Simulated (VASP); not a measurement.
# MoS2 (Cmcm) in VASP: further runs

The runs below take MoS2 through single point, with PBE.

Program: VASP 6.6.1. These are calculated values, not measurements. Logs are shortened: lines on timing, memory, paths and dates and some standing lists are left out, and cuts for length are marked.

### 1 The cell of the first run

It takes space group Cmcm (No. 63, orthorhombic). The conventional cell has a = 3.329 Å, b = 5.269 Å, c = 14.510 Å, α = 90.00°, β = 90.00°, γ = 90.00°. Mo (site symmetry m2m) has 6 S at 2.35 to 2.45 Å and 4 Mo at 3.12 Å within 3.2 Å. Within 3.2 Å of S (site symmetry m) lie 3 Mo at 2.35 to 2.45 Å and 5 S at 3.12 to 3.13 Å.

### 2 Single point, PBE (strain +0.0450 x Voigt [1, -1, 0, 0, 0, 0])

INCAR reads:

```
PREC     = Accurate       # precision mode
ENCUT    = 520            # plane-wave cutoff, eV
EDIFF    = 1E-6           # SCF threshold, eV
ISMEAR   = 0              # smearing method
SIGMA    = 0.05           # smearing width, eV
LREAL    = F              # projectors in reciprocal space
LASPH    = T              # aspherical terms in the spheres
NELM     = 80             # most SCF steps
ALGO     = Normal         # electronic algorithm
ISIF     = 2              # what is computed and relaxed
LWAVE    = F              # write WAVECAR
LCHARG   = T              # write CHGCAR
GGA      = PE             # functional
LELF     = T              # ELF
LVHAR    = T            
NBANDS   = 35             # bands
```

KPOINTS reads:

```
regular mesh
0
Gamma
  12 12 2
```

POSCAR reads:

```
MoS2
1.0
    3.3289334594      0.0000000000      0.0000000000
   -1.6644667297      2.6346493789      0.0000000000
    0.0000000000      0.0000000000     14.5104515858
Mo S
2 4
Direct
    0.3333333333      0.6666666667      0.2500000000
    0.6666666667      0.3333333333      0.7500000000
    0.3333333333      0.6666666667      0.6423151295
    0.6666666667      0.3333333333      0.1423151295
    0.3333333333      0.6666666667      0.8576848705
    0.6666666667      0.3333333333      0.3576848705
```

Potentials or basis: VASP PAW PBE potentials, release 64 (Mo_sv, S).

Command:

```console
$ cat potpaw_PBE.64/Mo_sv/POTCAR potpaw_PBE.64/S/POTCAR > POTCAR
$ mpirun -np 1 vasp_std > vasp.out
```

OUTCAR:

```text
PREC = Accurate
   ENCUT = 520
   EDIFF = 1E-6
   ISMEAR = 0
   LREAL = F
   LASPH = T
   NELM = 80
   ISIF = 2
   GGA = PE

 ion  position               nearest neighbor table
   1  0.333  0.667  0.250-   4 2.35   6 2.35   4 2.45   6 2.45   4 2.45   6 2.45
   2  0.667  0.333  0.750-   3 2.35   5 2.35   3 2.45   5 2.45   3 2.45   5 2.45
   3  0.333  0.667  0.642-   2 2.35   2 2.45   2 2.45
   4  0.667  0.333  0.142-   1 2.35   1 2.45   1 2.45
   5  0.333  0.667  0.858-   2 2.35   2 2.45   2 2.45
   6  0.667  0.333  0.358-   1 2.35   1 2.45   1 2.45

  Warning from LATTYP: Monoclinic adjustment (A1->A3, A2->A1, A3->A2)!
  LATTYP: Found a base centered orthorhombic cell.
 ALAT       =     3.3289334594
 B/A-ratio  =     1.5828789677
 C/A-ratio  =     4.3588890444

  Lattice vectors:

 A1 = (   1.6644667297,  -2.6346493789,   0.0000000000)
 A2 = (   1.6644667297,   2.6346493789,   0.0000000000)
 A3 = (   0.0000000000,   0.0000000000,  14.5104515858)

Analysis of symmetry for initial positions (statically):
=====================================================================
 Subroutine PRICEL returns:
 Original cell was already a primitive cell.

 Routine SETGRP: Setting up the symmetry group for a
 base centered orthorhombic supercell.

 Subroutine GETGRP returns: Found  8 space group operations
 (whereof  4 operations were pure point group operations)
 out of a pool of  8 trial point group operations.

The static configuration has the point symmetry C_2h.
 The point group associated with its full space group is D_2h.

Analysis of symmetry for dynamics (positions and initial velocities):
=====================================================================
 Subroutine PRICEL returns:
 Original cell was already a primitive cell.

 Routine SETGRP: Setting up the symmetry group for a
 base centered orthorhombic supercell.

 Subroutine GETGRP returns: Found  8 space group operations
 (whereof  4 operations were pure point group operations)
 out of a pool of  8 trial point group operations.

The dynamic configuration has the point symmetry C_2h.
 The point group associated with its full space group is D_2h.

 Subroutine INISYM returns: Found  8 space group operations
 (whereof  4 operations are pure point group operations),
 and found     1 'primitive' translations

[... 103 lines left out ...]
   LREAL  =      F    real-space projection
   EDIFFG = 0.1E-04   stopping-criterion for IOM
   NSW    =      0    number of steps for IOM
   IBRION =     -1    ionic relax: 0-MD 1-quasi-New 2-CG
   NFREE  =      0    steps in history (QN), initial steepest desc. (CG)
   ISIF   =      2    stress and relaxation
   ISYM   =      2    0-nonsym 1-usesym 2-fastsym
   POTIM  = 0.5000    time-step for ionic-motion
   TEBEG  =    0.0;   TEEND  =   0.0 temperature during run
   PSTRESS=    0.0 pullay stress
   NELECT =      52.0000    total number of electrons
   NUPDOWN=      -1.0000    fix difference up-down
   EMIN   =  10.00;   EMAX   =-10.00  energy-range for DOS
   EFERMI =   0.00;   METHOD = LEGACY
   ISMEAR =     0;   SIGMA  =   0.05  broadening in eV -4-tet -1-fermi 0-gaus
   EFERMI_NEDOS =   21; number of points for ismear=-14 and -15
   IALGO  =     38    algorithm
   IMIX   =      4    mixing-type and parameters
     AMIX     =   0.40;   BMIX     =  1.00
     AMIX_MAG =   1.60;   BMIX_MAG =  1.00
  volume/ion in A,a.u.               =      21.21       143.14
  Fermi-wavevector in a.u.,A,eV,Ry     =   1.214804  2.295647 20.078791  1.475749
  Thomas-Fermi vector in A             =   2.350212
   LORBIT       =      0    0 simple, 1 ext, 2 COOP (PROOUT), +10 PAW based schemes
   GGA     = PE    functional components
   LHFCALC =     F    Hartree Fock is set to
   AEXX    =    0.0000 exact exchange contribution
   IVDW    =     0    specifies the selected vdW correction
   LEPSILON=     F    determine dielectric tensor
   LRPA    =     F    only Hartree local field effects (RPA)
 non-spin polarized calculation
 Gauss-broadening in eV      SIGMA  =   0.05
  energy-cutoff  :      520.00
  volume of cell :      127.26
 maximum number of plane-waves:      3444
 NGX is ok and might be reduce to    28
   NGX = 13   NGY = 11   NGZ = 53

 number of electron      52.0000004 magnetization

 Free energy of the ion-electron system (eV)
  ---------------------------------------------------
  ext. energy  EPLUGINS =         0.00000000
  ---------------------------------------------------
  free energy    TOTEN  =       -43.48822371 eV

  energy without entropy =      -43.48822371  energy(sigma->0) =      -43.48822371

 E-fermi :   5.3821     XC(G=0):  -9.5898

 val. band max:        5.0236004906   @ k =   0.0000   0.0000   0.0000
 cond. band min:       6.4931600990   @ k =   0.3333   0.3333   0.0000
 fundamental gap:      1.4695596084
 Fermi energy:         5.3821339570

 k-point     1 :       0.0000    0.0000    0.0000
  band No.  band energies     occupation
      1     -56.0248      2.00000
      2     -56.0248      2.00000
      3     -30.1771      2.00000
      4     -30.1771      2.00000
      5     -30.0081      2.00000
      6     -30.0081      2.00000
[... 901 lines left out ...]
     34       9.4569      0.00000
     35      11.2339      0.00000

 [... further k-points ...]

------------------------ aborting loop because EDIFF is reached ----------------------------------------

  FORCE on cell =-STRESS in cart. coord.  units (eV):
  Direction    XX          YY          ZZ          XY          YZ          ZX
  --------------------------------------------------------------------------------------
  -------------------------------------------------------------------------------------
  Total       -4.1433671      5.6659761     -0.0214986      0.0000000      0.0000000      0.0000000
  in kB      -52.1621074     71.3306947     -0.2706530      0.0000000      0.0000000      0.0000000
  external PRESSURE =       6.2993115 kB  Pullay stress =       0.0000000 kB

 VOLUME and BASIS-vectors are now :
 -----------------------------------------------------------------------------
  energy-cutoff  :      520.00
  volume of cell :      127.26
      direct lattice vectors                 reciprocal lattice vectors
     3.328933459  0.000000000  0.000000000     0.300396512  0.189778573  0.000000000
    -1.664466730  2.634649379  0.000000000     0.000000000  0.379557146  0.000000000
     0.000000000  0.000000000 14.510451586     0.000000000  0.000000000  0.068915843

 POSITION                                       TOTAL-FORCE (eV/Angst)
 -----------------------------------------------------------------------------------
     -0.00000      1.75643      3.62761         0.000000     -0.662641     -0.000000
      1.66447      0.87822     10.88284        -0.000000      0.662641     -0.000000
     -0.00000      1.75643      9.32028        -0.000000     -0.331579      0.001752
      1.66447      0.87822      2.06506         0.000000      0.331579      0.001752
     -0.00000      1.75643     12.44539        -0.000000     -0.331579     -0.001752
      1.66447      0.87822      5.19017         0.000000      0.331579     -0.001752
 -----------------------------------------------------------------------------------
    total drift:                               -0.000000      0.000000     -0.000000

  FREE ENERGIE OF THE ION-ELECTRON SYSTEM (eV)
  ---------------------------------------------------
  free  energy   TOTEN  =       -43.4882237131 eV

  energy  without entropy=      -43.4882237131  energy(sigma->0) =      -43.48822371
```

OSZICAR:

```text
N       E                     dE             d eps       ncg     rms          rms(c)
DAV:   1     0.439346392212E+03    0.43935E+03   -0.29137E+04  6724   0.138E+03
DAV:   2    -0.226769758292E+02   -0.46202E+03   -0.44690E+03  7348   0.353E+02
DAV:   3    -0.459628552520E+02   -0.23286E+02   -0.22861E+02  7402   0.721E+01
DAV:   4    -0.464862479218E+02   -0.52339E+00   -0.52167E+00  7253   0.109E+01
DAV:   5    -0.464986867637E+02   -0.12439E-01   -0.12435E-01  7155   0.170E+00    0.334E+01
DAV:   6    -0.443204731266E+02    0.21782E+01   -0.13070E+01  6561   0.227E+01    0.125E+01
DAV:   7    -0.438856819782E+02    0.43479E+00   -0.63226E+00  6613   0.150E+01    0.814E+00
DAV:   8    -0.434884720216E+02    0.39721E+00   -0.93539E-01  6672   0.643E+00    0.272E+00
DAV:   9    -0.434959316154E+02   -0.74596E-02   -0.10902E-01  6917   0.160E+00    0.124E+00
DAV:  10    -0.434882267035E+02    0.77049E-02   -0.32857E-02  6620   0.120E+00    0.376E-01
DAV:  11    -0.434883364427E+02   -0.10974E-03   -0.18666E-03  6659   0.234E-01    0.200E-01
DAV:  12    -0.434881946178E+02    0.14182E-03   -0.65978E-04  6620   0.143E-01    0.752E-02
DAV:  13    -0.434882122960E+02   -0.17678E-04   -0.22141E-04  6990   0.699E-02    0.261E-02
DAV:  14    -0.434882217261E+02   -0.94300E-05   -0.19038E-05  5782   0.245E-02    0.991E-03
DAV:  15    -0.434882232650E+02   -0.15389E-05   -0.18195E-06  5311   0.650E-03    0.436E-03
DAV:  16    -0.434882237131E+02   -0.44816E-06   -0.63336E-07  4451   0.444E-03
   1 F= -.43488224E+02 E0= -.43488224E+02  d E =-.457333E-26
```

stdout:

```text
POSCAR found type information on POSCAR MoS
 POSCAR found :  2 types and       6 ions
 scaLAPACK will be used
 LDA part: xc-table for (Slater+PW92), standard interpolation
 POSCAR, INCAR and KPOINTS ok, starting setup
 FFT: planning ... GRIDC
 FFT: planning ... GRID_SOFT
 FFT: planning ... GRID
 WAVECAR not read
 entering main loop
```

It took 5.1 min on 1 thread of Intel Xeon Platinum 8124M at 3.00GHz (Skylake/Cascade Lake), shared host; peak memory 0.45 GiB.

What came out:

```
Free energy            : -43.4882 eV
Pressure               : 0.6 GPa
Largest force          : 0.663 eV/Å
Band gap on the k mesh : 1.47 eV (least direct gap 1.65 eV)
```

Forces in eV/Å, atoms in the order of the input:
```
Mo   0.000 -0.663  0.000
Mo   0.000  0.663  0.000
S    0.000 -0.332  0.002
S    0.000  0.332  0.002
S    0.000 -0.332 -0.002
S    0.000  0.332 -0.002
```

Levels at points of the mesh, in eV from the valence-band top:
```
           k point  band 22  band 23  band 24  band 25  band 26  band 27  band 28  band 29  band 30  band 31
(0.00, 0.00, 0.00)    -1.79    -1.51    -1.37    -0.44     0.00     2.20     2.20     2.50     2.52     2.93
(0.50, 0.00, 0.00)    -2.07    -1.02    -1.01    -0.85    -0.85     1.88     1.89     2.65     2.70     3.44
(0.00, 0.50, 0.00)    -1.92    -1.74    -1.71    -0.60    -0.59     2.16     2.16     2.59     2.69     3.45
(0.00, 0.00, 0.50)    -1.79    -1.48    -1.48    -0.18    -0.18     2.20     2.20     2.51     2.51     2.93
(0.50, 0.00, 0.50)    -2.08    -1.01    -1.01    -0.85    -0.85     1.88     1.88     2.67     2.67     3.56
(0.00, 0.50, 0.50)    -1.95    -1.73    -1.73    -0.59    -0.59     2.16     2.16     2.64     2.64     3.58
```

Caveat: the cell differs from its parent crystal (strain +0.0450 x Voigt [1, -1, 0, 0, 0, 0]); this functional lacks dispersion, which binds the layers, so the pressure and a relaxed spacing across them are unreliable. A k mesh can miss the band edges.

### 3 Single point, PBE (strain -0.0450 x Voigt [1, -1, 0, 0, 0, 0])

INCAR reads:

```
PREC = Accurate ; ENCUT = 520
EDIFF = 1E-6 ; ISMEAR = 0
SIGMA = 0.05 ; LREAL = F
LASPH = T ; NELM = 60
ALGO = Normal ; ISIF = 2
LWAVE = F ; LCHARG = F
GGA = PE ; NBANDS = 35
```

KPOINTS reads:

```
Automatic mesh
0
Gamma
  12 12 2
```

Changes to POSCAR since step 2:

```diff
@@ -2,4 +2,4 @@
 1.0
-    3.3289334594      0.0000000000      0.0000000000
-   -1.6644667297      2.6346493789      0.0000000000
+    3.0422310562      0.0000000000      0.0000000000
+   -1.5211155281      2.8829409433      0.0000000000
     0.0000000000      0.0000000000     14.5104515858
```

Potentials or basis: VASP PAW PBE potentials, release 64 (Mo_sv, S).

Command:

```console
$ cat potpaw_PBE.64/Mo_sv/POTCAR potpaw_PBE.64/S/POTCAR > POTCAR
$ mpirun -np 1 vasp_std > vasp.out
```

Wall time 4.3 min (1 thread of Intel Xeon Platinum 8124M at 3.00GHz (Skylake/Cascade Lake), shared host); peak memory 0.44 GiB.

It converged, with:

```yaml
Free_energy: -43.4729 eV
Pressure: 0.7 GPa
Largest_force: 0.433 eV/Å
Band_gap_on_the_k_mesh: 1.49 eV (least direct gap 1.64 eV)
```

Forces on the atoms (eV/Å):
```
Mo   0.000  0.433  0.000
Mo   0.000 -0.433  0.000
S    0.000  0.217  0.008
S    0.000 -0.217  0.008
S    0.000  0.217 -0.008
S    0.000 -0.217 -0.008
```

Stress tensor (GPa, compression positive):
```
 7.87  0.00  0.00
 0.00 -5.79  0.00
 0.00  0.00 -0.08
```

Levels at points of the mesh, in eV from the valence-band top:
| k point | band 24 | band 25 | band 26 | band 27 | band 28 | band 29 |
| --- | --- | --- | --- | --- | --- | --- |
| (0.00, 0.00, 0.00) | -1.44 | -0.44 | 0.00 | 2.20 | 2.20 | 2.48 |
| (0.50, 0.00, 0.00) | -1.40 | -0.67 | -0.67 | 1.88 | 1.89 | 2.79 |
| (0.00, 0.50, 0.00) | -1.06 | -0.62 | -0.61 | 2.16 | 2.16 | 2.43 |
| (0.00, 0.00, 0.50) | -1.44 | -0.18 | -0.18 | 2.20 | 2.20 | 2.49 |
| (0.50, 0.00, 0.50) | -1.41 | -0.67 | -0.67 | 1.89 | 1.89 | 2.83 |
| (0.00, 0.50, 0.50) | -1.06 | -0.61 | -0.61 | 2.16 | 2.16 | 2.45 |

Caveat: the cell differs from its parent crystal (strain -0.0450 x Voigt [1, -1, 0, 0, 0, 0]); this functional lacks dispersion, which binds the layers, so the pressure and a relaxed spacing across them are unreliable. A k mesh can miss the band edges.
